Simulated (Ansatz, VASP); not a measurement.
**RhC3N3 in VASP and in Ansatz**

The input INCAR:

```
SYSTEM = RhC3N3
  ALGO = Normal
  EDIFF = 1E-6
  ENCUT = 520
  GGA = PE
  ISIF = 2
  ISMEAR = 0
  ISPIN = 2
  LASPH = .True.
  LCHARG = .False.
  LMAXMIX = 4
  LORBIT = 11
  LREAL = .False.
  LWAVE = .False.
  MAGMOM = 1 1 0 0 0 0 0 0 0 0 0 0 0 0
  NBANDS = 59
  NELM = 150
  PREC = Accurate
  SIGMA = 0.1
```

File KPOINTS:

```
k-points
0
Gamma
  4 4 4
  0 0 0
```

Contents of POSCAR:

```
RhC3N3
1.0
    0.0000000000      5.0945000000      5.0945000000
    5.0945000000      0.0000000000      5.0945000000
    5.0945000000      5.0945000000      0.0000000000
Rh C N
2 6 6
Direct
    0.0000000000      0.0000000000      0.0000000000
    0.5000000000      0.5000000000      0.5000000000
    0.8118559200      0.1881440800      0.1881440800
    0.1881440800      0.8118559200      0.1881440800
    0.1881440800      0.1881440800      0.8118559200
    0.1881440800      0.8118559200      0.8118559200
    0.8118559200      0.1881440800      0.8118559200
    0.8118559200      0.8118559200      0.1881440800
    0.6970262000      0.3029738000      0.3029738000
    0.3029738000      0.6970262000      0.3029738000
    0.3029738000      0.3029738000      0.6970262000
    0.3029738000      0.6970262000      0.6970262000
    0.6970262000      0.3029738000      0.6970262000
    0.6970262000      0.6970262000      0.3029738000
```

Input for Ansatz:

```yaml
crystal:
  lattice:
    - [0.0, 5.0945, 5.0945]
    - [5.0945, 0.0, 5.0945]
    - [5.0945, 5.0945, 0.0]
  atoms:
    - { symbol: Rh, position: [0.0, 0.0, 0.0], spin: 1.0 }
    - { symbol: Rh, position: [0.5, 0.5, 0.5], spin: 1.0 }
    - { symbol: C, position: [0.81185592, 0.18814408, 0.18814408] }
    - { symbol: C, position: [0.18814408, 0.81185592, 0.18814408] }
    - { symbol: C, position: [0.18814408, 0.18814408, 0.81185592] }
    - { symbol: C, position: [0.18814408, 0.81185592, 0.81185592] }
    - { symbol: C, position: [0.81185592, 0.18814408, 0.81185592] }
    - { symbol: C, position: [0.81185592, 0.81185592, 0.18814408] }
    - { symbol: "N", position: [0.6970262, 0.3029738, 0.3029738] }
    - { symbol: "N", position: [0.3029738, 0.6970262, 0.3029738] }
    - { symbol: "N", position: [0.3029738, 0.3029738, 0.6970262] }
    - { symbol: "N", position: [0.3029738, 0.6970262, 0.6970262] }
    - { symbol: "N", position: [0.6970262, 0.3029738, 0.6970262] }
    - { symbol: "N", position: [0.6970262, 0.6970262, 0.3029738] }
basis:
  ecutwfc: 420
kpoints:
  mp_grid: { grid: [4, 4, 4] }
hamiltonian:
  xc: pbe
scf:
  occupations: { method: gaussian, width: 0.1 }
  lower_state_search: "off"
output:
  forces: true
  stress: true
  eigenvalues: true
  populations: true
magnetization:
  spin_polarized: true
```

Alike in both runs: task single point; functional PBE; k mesh 4 × 4 × 4; occupations gaussian, width 0.1 eV; collinear spin.

|  | VASP | Ansatz |
| --- | --- | --- |
| version | VASP 6.6.1 | Ansatz 0.2.0 |
| potentials or method | VASP PAW PBE potentials, release 64 (Rh_pv, C, N), cutoff 520 eV | scalar-relativistic, plane waves, PAW |
| valence electrons in the cell | 84 | 88 |

```tsv
	VASP	Ansatz	Ansatz less VASP
gap on the k mesh at the Fermi level (eV)	3.02	3.01	-0.003
least direct gap on the mesh (eV)	3.02	3.02	-0.003
pressure (GPa)	2.8	2.5	-0.26
rms of the force components (eV/Å)	0.975	1.137	+0.1623
net moment per atom (μB)	0.00	0.00	0.000
```

Atom by atom the forces differ by 0.203 eV/Å (rms over components). VASP's potentials hold 84 valence electrons a cell and Ansatz's 88, so a difference there can come from the potentials and not from the codes. Ansatz's warnings: seeded moment not kept.

Noted on VASP's run: the standard files for N, O and F lose accuracy on very short bonds.
